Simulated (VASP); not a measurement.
# KF (I4/mmm) in VASP: a series of runs, part 2 of 2

VASP 6.6.1. Earlier steps stand in the parts before.

### Step 4. Single point, PBE (strain +0.025 along x and y, -0.025 along z)

Contents of INCAR:

```
  ALGO = Normal
  EDIFF = 1E-6
  ENCUT = 520
  GGA = PE
  ISIF = 2
  ISMEAR = 0
  LASPH = T
  LCHARG = T
  LELF = T
  LREAL = F
  LVHAR = T
  LWAVE = F
  NBANDS = 15
  NELM = 60
  PREC = Accurate
  SIGMA = 0.05
```

Contents of KPOINTS:

```
k-points
0
Gamma
  8 8 8
```

Contents of POSCAR:

```
KF
1.0
    0.0000000000      2.7403375000      2.6066625000
    2.7403375000      0.0000000000      2.6066625000
    2.7403375000      2.7403375000      0.0000000000
K F
1 1
Direct
    0.0000000000      0.0000000000      0.0000000000
    0.5000000000      0.5000000000      0.5000000000
```

Potentials or basis: VASP PAW PBE potentials, release 64 (K_sv, F).

The run is started by

```bash
cat potpaw_PBE.64/K_sv/POTCAR potpaw_PBE.64/F/POTCAR > POTCAR
mpirun -np 1 vasp_std > vasp.out
```

OUTCAR:

```text
EDIFF = 1E-6
   ENCUT = 520
   GGA = PE
   ISIF = 2
   ISMEAR = 0
   LASPH = T
   LREAL = F
   NELM = 60
   PREC = Accurate

 ion  position               nearest neighbor table
   1  0.000  0.000  0.000-   2 2.61   2 2.61   2 2.74   2 2.74   2 2.74   2 2.74
   2  0.500  0.500  0.500-   1 2.61   1 2.61   1 2.74   1 2.74   1 2.74   1 2.74

  LATTYP: Found a body centered tetragonal cell.
 ALAT       =     3.8754224580
 C/A-ratio  =     1.3452275349

  Lattice vectors:

 A1 = (   0.0000000000,  -2.7403375000,  -2.6066625000)
 A2 = (   0.0000000000,   2.7403375000,  -2.6066625000)
 A3 = (   2.7403375000,   0.0000000000,   2.6066625000)

Analysis of symmetry for initial positions (statically):
=====================================================================
 Subroutine PRICEL returns:
 Original cell was already a primitive cell.

 Routine SETGRP: Setting up the symmetry group for a
 body centered tetragonal supercell.

 Subroutine GETGRP returns: Found 16 space group operations
 (whereof 16 operations were pure point group operations)
 out of a pool of 16 trial point group operations.

The static configuration has the point symmetry D_4h.

Analysis of symmetry for dynamics (positions and initial velocities):
=====================================================================
 Subroutine PRICEL returns:
 Original cell was already a primitive cell.

 Routine SETGRP: Setting up the symmetry group for a
 body centered tetragonal supercell.

 Subroutine GETGRP returns: Found 16 space group operations
 (whereof 16 operations were pure point group operations)
 out of a pool of 16 trial point group operations.

The dynamic configuration has the point symmetry D_4h.

 Subroutine INISYM returns: Found 16 space group operations
 (whereof 16 operations are pure point group operations),
 and found     1 'primitive' translations

----------------------------------------------------------------------------------------

                                     Primitive cell
[... 115 lines left out ...]
   LORBIT       =      0    0 simple, 1 ext, 2 COOP (PROOUT), +10 PAW based schemes
   GGA     = PE    functional components
   LHFCALC =     F    Hartree Fock is set to
   AEXX    =    0.0000 exact exchange contribution
   IVDW    =     0    specifies the selected vdW correction
   LEPSILON=     F    determine dielectric tensor
   LRPA    =     F    only Hartree local field effects (RPA)
 non-spin polarized calculation
 Gauss-broadening in eV      SIGMA  =   0.05
  energy-cutoff  :      520.00
  volume of cell :       39.15
 maximum number of plane-waves:      1071
   NGX = 15   NGY = 15   NGZ = 15

 number of electron      16.0000001 magnetization

 Free energy of the ion-electron system (eV)
  ---------------------------------------------------
  ext. energy  EPLUGINS =         0.00000000
  ---------------------------------------------------
  free energy    TOTEN  =        -8.28617644 eV

  energy without entropy =       -8.28617644  energy(sigma->0) =       -8.28617644

 E-fermi :  -2.6113     XC(G=0):  -8.2836

 val. band max:       -2.8216667891   @ k =   0.0000   0.0000   0.0000
 cond. band min:       3.1473675451   @ k =   0.0000   0.0000   0.0000
 fundamental gap:      5.9690343341
 Fermi energy:        -2.6112565258

 k-point     1 :       0.0000    0.0000    0.0000
  band No.  band energies     occupation
      1     -29.0743      2.00000
      2     -21.5180      2.00000
      3     -12.3482      2.00000
      4     -12.3482      2.00000
      5     -12.3374      2.00000
      6      -2.8960      2.00000
      7      -2.8960      2.00000
      8      -2.8217      2.00000
      9       3.1474      0.00000
     10       7.6577      0.00000
     11       7.6577      0.00000
     12       7.9294      0.00000
     13       9.1338      0.00000
     14       9.6432      0.00000
[... 401 lines left out ...]
      2     -21.5691      2.00000
      3     -12.5593      2.00000
      4     -12.4206      2.00000
      5     -12.3886      2.00000
      6      -3.4346      2.00000
      7      -3.1166      2.00000
      8      -3.0545      2.00000
      9       5.6072      0.00000
     10       6.8109      0.00000
     11       8.7680      0.00000
     12       9.1561      0.00000
     13      10.2477      0.00000
     14      10.6570      0.00000
     15      14.2440      0.00000

 [... further k-points ...]
[... 5 lines left out ...]
  --------------------------------------------------------------------------------------
  -------------------------------------------------------------------------------------
  Total       -0.0498015     -0.0498015      0.6490913      0.0000000      0.0000000     -0.0000000
  in kB       -2.0381215     -2.0381215     26.5639996      0.0000000      0.0000000     -0.0000000
  external PRESSURE =       7.4959189 kB  Pullay stress =       0.0000000 kB

 VOLUME and BASIS-vectors are now :
 -----------------------------------------------------------------------------
  energy-cutoff  :      520.00
  volume of cell :       39.15
      direct lattice vectors                 reciprocal lattice vectors
     0.000000000  2.740337500  2.606662500    -0.182459277  0.182459277  0.191816163
     2.740337500  0.000000000  2.606662500     0.182459277 -0.182459277  0.191816163
     2.740337500  2.740337500  0.000000000     0.182459277  0.182459277 -0.191816163

 POSITION                                       TOTAL-FORCE (eV/Angst)
 -----------------------------------------------------------------------------------
      0.00000      0.00000      0.00000        -0.000000     -0.000000      0.000000
      2.74034      2.74034      2.60666         0.000000      0.000000      0.000000
 -----------------------------------------------------------------------------------
    total drift:                                0.000000      0.000000      0.000000

  FREE ENERGIE OF THE ION-ELECTRON SYSTEM (eV)
  ---------------------------------------------------
  free  energy   TOTEN  =        -8.2861764352 eV

  energy  without entropy=       -8.2861764352  energy(sigma->0) =       -8.28617644
```

Wall time 51 s (1 thread of Intel Xeon 8259CL, shared host); peak memory 0.18 GiB.

Results:

| Quantity | Value |
| --- | --- |
| Free energy | -8.2862 eV |
| Pressure | 0.7 GPa |
| Band gap on the k mesh | 5.97 eV |

Stress tensor (GPa, compression positive):
```
-0.20  0.00  0.00
 0.00 -0.20  0.00
 0.00  0.00  2.66
```

Caveat: the cell differs from its parent crystal (strain +0.025 along x and y, -0.025 along z). A k mesh can miss the band edges.

### Step 5. Single point, PBE (strain +0.050 along x and y, -0.050 along z)

Contents of INCAR:

```
SYSTEM = KF
PREC     = Accurate       ! precision mode
ENCUT    = 520            ! plane-wave cutoff, eV
EDIFF    = 1E-7           ! SCF threshold, eV
ISMEAR   = 0              ! smearing method
SIGMA    = 0.05           ! smearing width, eV
LREAL    = .False.        ! projectors in reciprocal space
LASPH    = .True.         ! aspherical terms in the spheres
NELM     = 80             ! most SCF steps
ALGO     = Normal         ! electronic algorithm
ISIF     = 2              ! what is computed and relaxed
LWAVE    = .False.        ! write WAVECAR
LCHARG   = .False.        ! write CHGCAR
GGA      = PE             ! functional
NBANDS   = 15             ! bands
```

Contents of KPOINTS:

```
Automatic mesh
0
Gamma
  8 8 8
  0 0 0
```

Contents of POSCAR:

```
KF
1.0
    0.0000000000      2.8071750000      2.5398250000
    2.8071750000      0.0000000000      2.5398250000
    2.8071750000      2.8071750000      0.0000000000
K F
1 1
Direct
    0.0000000000      0.0000000000      0.0000000000
    0.5000000000      0.5000000000      0.5000000000
```

Potentials or basis: VASP PAW PBE potentials, release 64 (K_sv, F).

The run is started by

```bash
cat potpaw_PBE.64/K_sv/POTCAR potpaw_PBE.64/F/POTCAR > POTCAR
mpirun -np 1 vasp_std > vasp.out
```

OUTCAR:

```text
SYSTEM = KF
   PREC = Accurate
   ENCUT = 520
   EDIFF = 1E-7
   ISMEAR = 0
   LREAL = .False.
   LASPH = .True.
   NELM = 80
   ISIF = 2
   GGA = PE

 ion  position               nearest neighbor table
   1  0.000  0.000  0.000-   2 2.54   2 2.54   2 2.81   2 2.81   2 2.81   2 2.81
   2  0.500  0.500  0.500-   1 2.54   1 2.54   1 2.81   1 2.81   1 2.81   1 2.81

  LATTYP: Found a body centered tetragonal cell.
 ALAT       =     3.9699449570
 C/A-ratio  =     1.2795265564

  Lattice vectors:

 A1 = (   0.0000000000,  -2.8071750000,  -2.5398250000)
 A2 = (   0.0000000000,   2.8071750000,  -2.5398250000)
 A3 = (   2.8071750000,   0.0000000000,   2.5398250000)

Analysis of symmetry for initial positions (statically):
=====================================================================
 Subroutine PRICEL returns:
 Original cell was already a primitive cell.

 Routine SETGRP: Setting up the symmetry group for a
 body centered tetragonal supercell.

 Subroutine GETGRP returns: Found 16 space group operations
 (whereof 16 operations were pure point group operations)
 out of a pool of 16 trial point group operations.

The static configuration has the point symmetry D_4h.

Analysis of symmetry for dynamics (positions and initial velocities):
[... 170 lines left out ...]
      3     -12.4624      2.00000
      4     -12.4624      2.00000
      5     -12.4497      2.00000
      6      -2.9761      2.00000
      7      -2.9760      2.00000
      8      -2.8205      2.00000
      9       2.9484      0.00000
     10       7.4983      0.00000
     11       7.4983      0.00000
     12       8.0183      0.00000
     13       8.7622      0.00000
     14       9.8150      0.00000
[... 401 lines left out ...]
      2     -21.6225      2.00000
      3     -12.6648      2.00000
      4     -12.5381      2.00000
      5     -12.4717      2.00000
      6      -3.4689      2.00000
      7      -3.1707      2.00000
      8      -3.0972      2.00000
      9       5.3736      0.00000
     10       6.7353      0.00000
     11       8.5180      0.00000
     12       9.1118      0.00000
     13       9.9696      0.00000
     14      10.6255      0.00000
     15      13.8490      0.00000

 [... further k-points ...]
[... 5 lines left out ...]
  --------------------------------------------------------------------------------------
  -------------------------------------------------------------------------------------
  Total       -0.3062467     -0.3062467      1.1297966      0.0000000      0.0000000     -0.0000000
  in kB      -12.2577056    -12.2577056     45.2207831      0.0000000      0.0000000     -0.0000000
  external PRESSURE =       6.9017907 kB  Pullay stress =       0.0000000 kB

 VOLUME and BASIS-vectors are now :
 -----------------------------------------------------------------------------
  energy-cutoff  :      520.00
  volume of cell :       40.03
      direct lattice vectors                 reciprocal lattice vectors
     0.000000000  2.807175000  2.539825000    -0.178115009  0.178115009  0.196863957
     2.807175000  0.000000000  2.539825000     0.178115009 -0.178115009  0.196863957
     2.807175000  2.807175000  0.000000000     0.178115009  0.178115009 -0.196863957

 POSITION                                       TOTAL-FORCE (eV/Angst)
 -----------------------------------------------------------------------------------
      0.00000      0.00000      0.00000        -0.000000      0.000000      0.000000
      2.80717      2.80717      2.53982         0.000000     -0.000000      0.000000
 -----------------------------------------------------------------------------------
    total drift:                                0.000000      0.000000      0.000000

  FREE ENERGIE OF THE ION-ELECTRON SYSTEM (eV)
  ---------------------------------------------------
  free  energy   TOTEN  =        -8.2555018792 eV

  energy  without entropy=       -8.2555018792  energy(sigma->0) =       -8.25550188
```

Run time: 54 s. Hardware: 1 thread of Intel Xeon 8259CL, shared host; peak memory 0.18 GiB.

Results:

| Property | Result |
| --- | --- |
| Free energy | -8.2555 eV |
| Pressure | 0.7 GPa |
| Band gap on the k mesh | 5.77 eV |

Stress tensor (GPa, compression positive):
```
-1.23  0.00  0.00
 0.00 -1.23  0.00
 0.00  0.00  4.52
```

Levels at points of the mesh, in eV from the valence-band top:
| k point | band 4 | band 5 | band 6 | band 7 | band 8 | band 9 | band 10 | band 11 | band 12 | band 13 |
| --- | --- | --- | --- | --- | --- | --- | --- | --- | --- | --- |
| (0.00, 0.00, 0.00) | -9.64 | -9.63 | -0.16 | -0.16 | 0.00 | 5.77 | 10.32 | 10.32 | 10.84 | 11.58 |
| (0.50, 0.00, 0.00) | -9.72 | -9.58 | -0.86 | -0.45 | -0.43 | 8.73 | 10.12 | 11.47 | 12.11 | 13.88 |
| (0.50, 0.50, 0.00) | -9.88 | -9.88 | -0.24 | -0.24 | -0.16 | 7.82 | 10.08 | 11.94 | 13.26 | 13.83 |
| (0.50, 0.00, 0.50) | -9.83 | -9.75 | -0.41 | -0.21 | -0.05 | 8.22 | 9.89 | 10.99 | 13.26 | 13.46 |

Caveat: the cell differs from its parent crystal (strain +0.050 along x and y, -0.050 along z); the stress differs along the axes, from -1 to 5 GPa.

### Step 6. Single point, PBE (strain +0.050 along x and y, -0.025 along z)

Contents of INCAR:

```
SYSTEM = KF
PREC     = Accurate       ! precision mode
ENCUT    = 520            ! plane-wave cutoff, eV
EDIFF    = 1E-7           ! SCF threshold, eV
ISMEAR   = 0              ! smearing method
SIGMA    = 0.05           ! smearing width, eV
LREAL    = .FALSE.        ! projectors in reciprocal space
LASPH    = .TRUE.         ! aspherical terms in the spheres
NELM     = 100            ! most SCF steps
ALGO     = Normal         ! electronic algorithm
ISIF     = 2              ! what is computed and relaxed
LWAVE    = .FALSE.        ! write WAVECAR
LCHARG   = .FALSE.        ! write CHGCAR
GGA      = PE             ! functional
NBANDS   = 15             ! bands
```

Contents of KPOINTS:

```
regular mesh
0
G
  8 8 8
  0 0 0
```

Contents of POSCAR:

```
KF
1.0
    0.0000000000      2.8071750000      2.6066625000
    2.8071750000      0.0000000000      2.6066625000
    2.8071750000      2.8071750000      0.0000000000
K F
1 1
Direct
    0.0000000000      0.0000000000      0.0000000000
    0.5000000000      0.5000000000      0.5000000000
```

Potentials or basis: VASP PAW PBE potentials, release 64 (K_sv, F).

The run is started by

```bash
cat potpaw_PBE.64/K_sv/POTCAR potpaw_PBE.64/F/POTCAR > POTCAR
mpirun -np 1 vasp_std > vasp.out
```

It took 51 s on 1 thread of Intel Xeon 8259CL, shared host; peak memory 0.18 GiB.

The run converged. Its results:

| Quantity | Value |
| --- | --- |
| Free energy | -8.2771 eV |
| Pressure | -0.4 GPa |
| Band gap on the k mesh | 5.71 eV |

Stress tensor (GPa, compression positive):
```
-1.57  0.00  0.00
 0.00 -1.57  0.00
 0.00  0.00  1.84
```

Levels at points of the mesh, in eV from the valence-band top:
```
           k point  band 5  band 6  band 7  band 8  band 9  band 10  band 11  band 12
(0.00, 0.00, 0.00)   -9.68   -0.09   -0.09    0.00    5.71    10.31    10.31    10.69
(0.50, 0.00, 0.00)   -9.67   -0.79   -0.38   -0.36    8.68     9.99    11.45    11.92
(0.50, 0.50, 0.00)   -9.91   -0.19   -0.18   -0.18    7.89     9.93    11.62    13.15
(0.50, 0.00, 0.50)   -9.82   -0.35   -0.16   -0.06    8.18     9.81    10.93    13.16
```

Caveat: the cell differs from its parent crystal (strain +0.050 along x and y, -0.025 along z).

### Step 7. Single point, PBE (strain +0.050 along x and y, +0.000 along z)

Contents of INCAR:

```
PREC = Accurate ; ENCUT = 520
EDIFF = 1E-7 ; ISMEAR = 0
SIGMA = 0.05 ; LREAL = False
LASPH = True ; NELM = 60
ALGO = Normal ; ISIF = 2
LWAVE = False ; LCHARG = False
GGA = PE ; NBANDS = 15
```

Contents of KPOINTS:

```
regular mesh
0
Gamma
  8 8 8
```

Contents of POSCAR:

```
KF
1.0
    0.0000000000      2.8071750000      2.6735000000
    2.8071750000      0.0000000000      2.6735000000
    2.8071750000      2.8071750000      0.0000000000
K F
1 1
Direct
    0.0000000000      0.0000000000      0.0000000000
    0.5000000000      0.5000000000      0.5000000000
```

The run is started by

```bash
cat potpaw_PBE.64/K_sv/POTCAR potpaw_PBE.64/F/POTCAR > POTCAR
mpirun -np 1 vasp_std > vasp.out
```

Run time: 67 s. Hardware: 1 thread of Intel Xeon 8259CL, shared host; peak memory 0.19 GiB.

The run converged. Its results:

| Item | Value |
| --- | --- |
| Free energy | -8.2837 eV |
| Pressure | -1.3 GPa |
| Band gap on the k mesh | 5.63 eV |

Stress tensor (GPa, compression positive):
```
-1.88  0.00  0.00
 0.00 -1.88  0.00
 0.00  0.00 -0.10
```

Levels at points of the mesh, in eV from the valence-band top:
| k point | band 6 | band 7 | band 8 | band 9 | band 10 | band 11 |
| --- | --- | --- | --- | --- | --- | --- |
| (0.00, 0.00, 0.00) | -0.05 | -0.05 | 0.00 | 5.63 | 10.29 | 10.29 |
| (0.50, 0.00, 0.00) | -0.73 | -0.32 | -0.31 | 8.61 | 9.85 | 11.43 |
| (0.50, 0.50, 0.00) | -0.22 | -0.13 | -0.13 | 7.95 | 9.78 | 11.31 |
| (0.50, 0.00, 0.50) | -0.31 | -0.12 | -0.07 | 8.13 | 9.71 | 10.85 |

Caveat: the cell differs from its parent crystal (strain +0.050 along x and y, +0.000 along z).

### Step 8. Summary

```tsv
cell	gap on the mesh (eV)	pressure (GPa)
a = 3.688, b = 3.688, c = 3.781 Å, angles 59.2, 59.2, 61.7°, 2 atoms	6.34	3.7
a = 3.831, b = 3.831, c = 3.686 Å, angles 61.2, 61.2, 57.5°, 2 atoms	6.10	1.9
a = 3.782, b = 3.782, c = 3.875 Å, angles 59.2, 59.2, 61.6°, 2 atoms	5.97	0.7
a = 3.786, b = 3.786, c = 3.970 Å, angles 58.4, 58.4, 63.2°, 2 atoms	5.77	0.7
a = 3.831, b = 3.831, c = 3.970 Å, angles 58.8, 58.8, 62.4°, 2 atoms	5.71	-0.4
a = 3.877, b = 3.877, c = 3.970 Å, angles 59.2, 59.2, 61.6°, 2 atoms	5.63	-1.3
```

Alike in all rows: task single point; level PBE; potentials or basis VASP PAW PBE potentials, release 64 (K_sv, F); no spin polarisation; k mesh 8 × 8 × 8; cutoff (eV) 520; smearing gaussian 0.05 eV.

Caveats: the cell stands under pressure (at least some runs); the stress differs along the axes, from -1 to 5 GPa (at least some runs).

Absolute energies hang on the potentials; compare differences alone.
